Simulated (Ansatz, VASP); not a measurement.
# In: VASP beside Ansatz

```
In
1.0
     1.64707    0.95094    8.09654
    -1.64707    0.95094    8.09654
     0.00000   -1.90187    8.09654
In
3
Direct
  0.22199 0.22199 0.22199
  0.77801 0.77801 0.77801
  0.00000 0.00000 0.00000
```

Change from the starting cell: volume scaled by 0.96.

Alike in both runs: task single point; functional PBEsol; k mesh 9 × 9 × 9; occupations fermi-dirac, width 0.05 eV; no spin polarisation.

|  | VASP | Ansatz |
| --- | --- | --- |
| version | VASP 6.6.1 | Ansatz 0.2.0 |
| potentials or method | VASP PAW PBE potentials, release 64 (In_d), cutoff 520 eV | all-electron LAPW, scalar-relativistic |

|  | VASP | Ansatz | Ansatz less VASP |
| --- | --- | --- | --- |
| gap on the k mesh at the Fermi level (eV) | none | none | - |
| pressure (GPa) | 0.6 | 0.6 | +0.05 |
| traceless stress, the component that is largest in VASP (GPa) | -0.42 | -0.43 | -0.001 |
| rms of the force components (eV/Å) | 0.005 | 0.005 | 0.0000 |

VASP's potentials were made for PBE, not for PBEsol. Atom by atom the forces differ by 0.000 eV/Å (rms over components). A gap of «none» marks a metal or a gap that the smearing closes. Ansatz ran all-electron here, and VASP with PAW potentials.
